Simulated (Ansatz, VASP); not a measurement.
## Two plane-wave programs on SnO2

```
CELL_PARAMETERS angstrom
5.16278 0.00000 0.00000
0.00000 4.86144 0.00000
0.00000 0.00000 3.28394
ATOMIC_POSITIONS crystal
Sn 0.50000 0.50000 0.50000
Sn 0.00000 0.00000 0.00000
O 0.31416 0.30854 0.00000
O 0.81416 0.19146 0.50000
O 0.18584 0.80854 0.50000
O 0.68584 0.69146 0.00000
```

Change from the starting cell: volume 13.737 Å^3 an atom, stretch along a over the lengths across it, relative to the relaxed cell 1.0621.

Alike in both runs: functional LDA; k mesh 6 × 6 × 10; occupations gaussian, width 0.05 eV; no spin polarisation.

Ansatz relaxed the structure, and its values are those at the end. VASP's run is a single point on that final structure, the one shown.

```csv
,VASP,Ansatz
version,VASP 6.6.1,Ansatz 0.2.0
potentials or method,"VASP PAW LDA potentials, release 64 (Sn_d, O), cutoff 520 eV","scalar-relativistic, plane waves, PAW"
valence electrons in the cell,52,52
```

```tsv
	VASP	Ansatz	Ansatz less VASP
gap on the k mesh at the Fermi level (eV)	0.11	0.11	-0.004
least direct gap on the mesh (eV)	0.17	0.18	+0.010
pressure (GPa)	-19.5	-20.3	-0.72
rms of the force components (eV/Å)	0.028	0.006	-0.0220
```

Ansatz warns that its potentials were made for another functional, while VASP's fit it. LDA's correlation is that of Perdew and Zunger in VASP and of Perdew and Wang (1992) in Ansatz. Ansatz's warnings: stress scf threshold loose.
